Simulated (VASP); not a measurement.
The system is TmSb2Cl2.

```xyz
5
Lattice="3.9266 0.0000 0.0000 -1.9633 3.4006 0.0000 0.0000 0.0000 11.9600" Properties=species:S:1:pos:R:3 pbc="T T T"
Tm    0.0000    0.0000    0.0000
Sb    0.0000    2.2670    6.8320
Sb    1.9633    1.1335    5.1280
Cl    0.0000    2.2670    1.5022
Cl    1.9633    1.1335   10.4577
```

The cell was generated, and may not be a known phase.

* Program: VASP 6.6.1
* Task: relaxation of cell and atoms
* Functional: PBE
* Potentials or basis: VASP PAW PBE potentials, release 64 (Tm_3, Sb, Cl), 4f in core
* Cutoff: 500 eV
* k mesh: 12 × 12 × 4
* Occupations: gaussian, width 0.1 eV
* Spin: no spin polarisation

At the start: pressure 0.2 GPa; volume 31.94 Å³/atom.

Question: Where does the relaxation end?

Answer: Over 22 steps the energy falls by 2.6 meV/atom and the volume is 33.93 Å³/atom (+6.2 %); space group P-3m1 (No. 164, to 0.1 Å) before and after.

The path:
```
step  energy change (eV)  largest force (eV/Å)  pressure (GPa)  volume (Å³)
   1              0.0000                0.1035            0.21       159.70
   2             -0.0019                0.0941           -0.16       160.65
   3             -0.0020                0.0713           -0.12       160.54
   4             -0.0035                0.0755           -0.02       160.42
   5             -0.0047                0.0823            0.14       160.21
   6             -0.0061                0.0425            0.11       160.97
   7             -0.0069                0.1136            0.02       163.23
   8             -0.0072                0.0887            0.05       162.46
   9             -0.0084                0.0936           -0.06       163.45
  10             -0.0092                0.0997           -0.18       164.64
  11             -0.0091                0.1473           -0.41       167.04
  12             -0.0095                0.1039           -0.28       165.63
  13             -0.0100                0.0960           -0.25       165.83
  14             -0.0113                0.0693           -0.17       166.42
  15             -0.0128                0.0310           -0.01       167.60
  16             -0.0114                0.0940            0.33       169.95
  17             -0.0130                0.0147            0.09       168.22
  18             -0.0130                0.0111            0.08       168.16
  19             -0.0131                0.0128            0.06       168.47
  20             -0.0132                0.0160            0.00       169.41
  21             -0.0132                0.0165           -0.01       169.57
  22             -0.0132                0.0053            0.00       169.65
```

Final structure:
```yaml
crystal:
  lattice:
    - [3.91032, 0.00000, 0.00000]
    - [-1.95516, 3.38644, 0.00000]
    - [0.00000, 0.00000, 12.81138]
  atoms:
    - { symbol: Tm, position: [0.00000, 0.00000, 0.00000] }
    - { symbol: Sb, position: [0.33333, 0.66667, 0.56727] }
    - { symbol: Sb, position: [0.66667, 0.33333, 0.43273] }
    - { symbol: Cl, position: [0.33333, 0.66667, 0.11854] }
    - { symbol: Cl, position: [0.66667, 0.33333, 0.88146] }
```

Caveat: this functional lacks dispersion, which binds layers or chains, so the pressure and a relaxed spacing across them are unreliable; an odd number of electrons without spin polarisation forces a metal; a magnetic or distorted state may lie lower; the run has no spin polarisation, though such a crystal can be magnetic.
